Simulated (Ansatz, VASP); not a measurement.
# Two plane-wave programs on KBr

File POSCAR:

```
KBr
1.0
    0.0000000000      3.3000000000      3.3000000000
    3.3000000000      0.0000000000      3.3000000000
    3.3000000000      3.3000000000      0.0000000000
Br K
1 1
Direct
    0.5000000000      0.5000000000      0.5000000000
    0.0000000000      0.0000000000      0.0000000000
```

INCAR.step1

```
ALGO = Normal ; EDIFF = 1E-4
ENCUT = 520 ; GGA = PE
ISMEAR = -1 ; LASPH = True
LCHARG = False ; LREAL = False
LWAVE = True ; NBANDS = 15
NELM = 100 ; PREC = Accurate
SIGMA = 0.05
```

Contents of INCAR.step2:

```
ALGO = Normal ; EDIFF = 1E-7
ENCUT = 520 ; ISIF = 2
ISMEAR = -1 ; ISTART = 1
LASPH = True ; LCHARG = True
LELF = True ; LMIXTAU = True
LREAL = False ; LVHAR = True
LWAVE = False ; METAGGA = R2SCAN
NBANDS = 15 ; NELM = 100
PREC = Accurate ; SIGMA = 0.05
```

Contents of KPOINTS:

```
k-points
0
Gamma
  7 7 7
```

File input.yaml:

```yaml
crystal:
  lattice:
    - [0.0, 3.3, 3.3]
    - [3.3, 0.0, 3.3]
    - [3.3, 3.3, 0.0]
  atoms:
    - { symbol: Br, position: [0.5, 0.5, 0.5] }
    - { symbol: K, position: [0.0, 0.0, 0.0] }
hamiltonian:
  xc: r2scan
  pseudopotentials: { kind: paw }
kpoints:
  mp_grid: { grid: [7, 7, 7] }
  band_path:
    path:
      - [[0.0, 0.0, 0.0], [0.5, 0.0, 0.5], [0.5, 0.25, 0.75], [0.375, 0.375, 0.75], [0.0, 0.0, 0.0], [0.5, 0.5, 0.5], [0.625, 0.25, 0.625], [0.5, 0.25, 0.75], [0.5, 0.5, 0.5], [0.375, 0.375, 0.75]]
      - [[0.625, 0.25, 0.625], [0.5, 0.0, 0.5]]
    npoints: 14
scf:
  occupations: { method: fermi_dirac, width: 0.05 }
  n_extra_bands: 6
output:
  forces: true
  stress: true
  eigenvalues: true
  fatbands: true
  write_density: true
  write_potential: true
  elf: true
  volumetric_format: npy
```

Alike in both runs: functional r2SCAN; k mesh 7 × 7 × 7; occupations fermi-dirac, width 0.05 eV; no spin polarisation.

|  | VASP | Ansatz |
| --- | --- | --- |
| version | VASP 6.6.1 | Ansatz 0.2.0 |
| potentials or method | VASP PAW PBE potentials, release 64 (Br, K_sv) | Ansatz PAW |
| plane-wave cutoff (eV) | 520 | 500 |
| valence electrons in the cell | 16 | 16 |
| task | single point | band structure |

```tsv
	VASP	Ansatz	Ansatz less VASP
gap on the k mesh at the Fermi level (eV)	5.08	5.08	-0.002
least direct gap on the mesh (eV)	5.08	5.08	-0.002
pressure (GPa)	0.1	0.1	0.00
```

VASP's potentials were made for PBE, not for r2SCAN.
